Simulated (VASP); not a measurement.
Here is a VASP 6.6.1 calculation.

Contents of INCAR:

```
SYSTEM = PbSe
PREC = Accurate
ENCUT = 520
EDIFF = 1E-7
ISMEAR = 0
SIGMA = 0.03
LREAL = .FALSE.
LASPH = .TRUE.
NELM = 100
ALGO = Normal
ISIF = 2
LWAVE = .FALSE.
LCHARG = .FALSE.
GGA = PE
IVDW = 12
NBANDS = 17
```

Contents of KPOINTS:

```
Automatic mesh
0
G
  10 10 10
  0 0 0
```

POSCAR

```
PbSe
1.0
    0.0000000000      2.9691845009      3.1155652968
    2.9691845009      0.0000000000      3.1155652968
    2.9691845009      2.9691845009      0.0000000000
Pb Se
1 1
Direct
    0.0000000000      0.0000000000      0.0000000000
    0.5000000000      0.5000000000      0.5000000000
```

Potentials or basis: VASP PAW PBE potentials, release 64 (Pb_d, Se).

Run with:

```bash
$ cat potpaw_PBE.64/Pb_d/POTCAR potpaw_PBE.64/Se/POTCAR > POTCAR
$ mpirun -np 1 vasp_std > vasp.out
```

(1) Estimate the pressure.

(2) Estimate the band gap on the k mesh.

(3) What does it give for the dispersion energy per atom?

## Answers

(1) 3.2 GPa.

(2) 0.07 eV.

(3) -0.385 eV.

Caveat: the cell stands under pressure; spin-orbit coupling is left out, which moves the levels of the heavy elements.
